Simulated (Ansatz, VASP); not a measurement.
**Two plane-wave programs on K2Nb2O**

```
K Nb O
1.0
     3.39470    0.00000    0.00000
    -1.69735    2.93989    0.00000
     0.00000    0.00000   12.21052
K Nb O
2 2 1
Direct
  0.66667 0.33333 0.87422
  0.33333 0.66667 0.12578
  0.66667 0.33333 0.42895
  0.33333 0.66667 0.57105
  0.00000 0.00000 0.00000
```

Change from the starting cell: species swapped into the YAl2Ge2 type (P-3m1, No. 164).

Alike in both runs: functional PBE; k mesh 12 × 12 × 4; occupations gaussian, width 0.1 eV; no spin polarisation.

Ansatz relaxed the structure, and its values are those at the end. VASP's run is a single point on that final structure, the one shown.

```csv
,VASP,Ansatz
version,VASP 6.6.1,Ansatz 0.2.0
potentials or method,"VASP PAW PBE potentials, release 64 (K_sv, Nb_sv, O), cutoff 520 eV","scalar-relativistic, plane waves, PAW"
valence electrons in the cell,50,50
```

|  | VASP | Ansatz | Ansatz less VASP |
| --- | --- | --- | --- |
| gap on the k mesh at the Fermi level (eV) | none | none | - |
| pressure (GPa) | 0.1 | 0.0 | -0.11 |
| rms of the force components (eV/Å) | 0.016 | 0.002 | -0.0141 |

A gap of «none» marks a metal or a gap that the smearing closes.
